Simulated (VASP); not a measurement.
**Ti: relaxation of cell and atoms with r2SCAN**

The system is Ti.

```
Ti
1.0
    -1.64100    1.64100    1.64100
     1.64100   -1.64100    1.64100
     1.64100    1.64100   -1.64100
Ti
1
Direct
  0.00000 0.00000 0.00000
```

```json
{"Program": "VASP 6.6.1", "Task": "relaxation of cell and atoms", "Functional": "r2SCAN", "Potentials or basis": "VASP PAW PBE potentials, release 64 (Ti_sv)", "Cutoff": "600 eV", "k mesh": "24 × 24 × 24", "Occupations": "gaussian, width 0.1 eV", "Spin": "no spin polarisation", "Dipole correction": "no", "Further INCAR settings": "ALGO = Normal; EDIFF = 1e-06; IBRION = 2; EDIFFG = -0.01; NSW = 100; ISIF = 3"}
```

```
Relaxed volume                         : 17.27 Å³/atom
Relaxed cell                           : a = 2.821 Å, b = 2.821 Å, c = 2.821 Å, α = 109.47°, β = 109.47°, γ = 109.47°
Space group after relaxing (to 0.05 Å) : Im-3m (No. 229)
Energy gained by relaxing              : 3.2 meV/atom
Ionic steps                            : 8
Pressure after relaxing                : -0.1 GPa
Band gap on the k mesh                 : zero (band 6 reaches 9.33 eV, above the bottom of band 7 at 7.47 eV)
```

Step by step:
| step | energy change (eV) | largest force (eV/Å) | pressure (GPa) | volume (Å³) |
| --- | --- | --- | --- | --- |
| 1 | 0.0000 | 0.0000 | -2.51 | 17.68 |
| 2 | -0.0015 | 0.0000 | 1.96 | 16.98 |
| 3 | -0.0032 | 0.0000 | 0.28 | 17.27 |
| 4 | -0.0032 | 0.0000 | -0.19 | 17.31 |
| 5 | -0.0032 | 0.0000 | -0.30 | 17.29 |
| 6 | -0.0032 | 0.0000 | -0.19 | 17.28 |
| 7 | -0.0032 | 0.0000 | -0.10 | 17.28 |
| 8 | -0.0032 | 0.0000 | -0.06 | 17.27 |

Final structure:
```
Ti
1.0
    -1.62843    1.62843    1.62843
     1.62843   -1.62843    1.62843
     1.62843    1.62843   -1.62843
Ti
1
Direct
  0.00000 0.00000 0.00000
```

Levels at points of the mesh, in eV from the Fermi level:
```tsv
k point	band 2	band 3	band 4	band 5	band 6	band 7	band 8	band 9	band 10
(0.00, 0.00, 0.00)	-33.70	-33.70	-33.70	-6.35	1.15	1.15	1.15	2.94	2.94
(0.50, 0.00, 0.00)	-34.40	-33.91	-33.70	-2.59	-0.34	0.98	2.95	3.30	4.51
(0.50, 0.50, 0.50)	-34.17	-34.17	-34.17	-2.29	-2.29	4.15	4.15	4.15	8.80
```

Wall time 7.2 min on 1 thread of Intel(R) Xeon(R) 6975P-C (Granite Rapids), with other jobs on the host, peak memory 0.24 GiB.

Caveat: the PAW data sets were made with another functional, which shifts forces and pressure a little.
